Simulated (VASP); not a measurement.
Write the native input for VASP 6.6.1 that does the following.

```yaml
Task: single point
Functional: LDA
Potentials_or_basis: VASP PAW LDA potentials, release 64 (Sb)
Cutoff: 520 eV
k_mesh: 6 × 6 × 4
Occupations: fermi-dirac, width 0.05 eV
Spin: no spin polarisation
Dipole_correction: no
Further_INCAR_settings: ALGO = Normal; EDIFF = 1e-06; NBANDS = 18
```

The structure of Sb lies in POSCAR:

```
Sb
1.0
    4.4973118361      0.0000000000      0.0000000000
    0.0000000000      4.3914272939      0.0000000000
   -1.3116561893      0.0000000000      6.3216329680
Sb
4
Direct
    0.3399300000      0.2500000000      0.6836700000
    0.9366380000      0.7500000000      0.7627580000
    0.0633620000      0.2500000000      0.2372420000
    0.6600700000      0.7500000000      0.3163300000
```

One way to write it, as run:

INCAR

```
PREC = Accurate
ENCUT = 520
EDIFF = 1E-6
ISMEAR = -1
SIGMA = 0.05
LREAL = F
LASPH = T
NELM = 100
ALGO = Normal
ISIF = 2
LWAVE = F
LCHARG = F
NBANDS = 18
```

KPOINTS

```
regular mesh
0
Gamma
  6 6 4
```

Potentials or basis: VASP PAW LDA potentials, release 64 (Sb).

Command:

```console
$ cat potpaw_LDA.64/Sb/POTCAR > POTCAR
$ mpirun -np 1 vasp_std > vasp.out
```

Results of the run:

```yaml
Pressure: -2.3 GPa
Largest_force: 0.115 eV/Å
Band_gap_on_the_k_mesh: zero (band 10 reaches 6.74 eV, above the bottom of band 11 at 6.17 eV)
```

Caveat: spin-orbit coupling is left out, which moves the levels of the heavy elements.

Wall time 27 s on 1 thread of Intel(R) Xeon(R) 6975P-C (Granite Rapids), with other jobs on the host, peak memory 0.24 GiB.
